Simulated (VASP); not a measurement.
A run of VASP 6.6.1 is set up as follows.

Contents of INCAR:

```
SYSTEM = MoS2
PREC = Accurate ; ENCUT = 520
EDIFF = 1E-6 ; ISMEAR = -1
SIGMA = 0.05 ; LREAL = .FALSE.
LASPH = .TRUE. ; NELM = 150
ALGO = Normal ; ISIF = 2
LWAVE = .FALSE. ; LCHARG = .FALSE.
LMAXMIX = 4 ; LDAU = .TRUE.
LDAUTYPE = 2 ; LDAUL = 2 -1
LDAUU = 4 0 ; LDAUJ = 0 0
LDAUPRINT = 1 ; GGA = PS
NBANDS = 20
```

The input KPOINTS:

```
regular mesh
0
G
  9 9 4
  0 0 0
```

POSCAR

```
MoS2
1.0
    3.2274645616      0.0000000000      0.0000000000
   -1.6137322808      2.7950663001      0.0000000000
    0.0000000000      0.0000000000      6.3124734200
Mo S
1 2
Direct
    0.0000000000      0.0000000000      0.5000000000
    0.6666666667      0.3333333333      0.7446806800
    0.3333333333      0.6666666667      0.2553193200
```

Potentials or basis: VASP PAW PBE potentials, release 64 (Mo_sv, S).

The run is started by

```bash
$ cat potpaw_PBE.64/Mo_sv/POTCAR potpaw_PBE.64/S/POTCAR > POTCAR
$ mpirun -np 1 vasp_std > vasp.out
```

What does it give for the pressure?

-1.2 GPa.

What does it give for the band gap on the k mesh?

Zero (band 13 reaches 7.58 eV, above the bottom of band 14 at 6.51 eV).

Eigenvalues of the final occupation matrices:
```
    site  spin  trace               eigenvalues
site 1 d     1   1.93  0.34 0.34 0.39 0.42 0.42
site 1 d     2   1.93  0.34 0.34 0.39 0.42 0.42
```

Caveat: the PAW data sets were made with another functional, which shifts forces and pressure a little; this functional lacks dispersion, which binds the layers, so the pressure and a relaxed spacing across them are unreliable; U without spin polarisation on a metal has little footing.
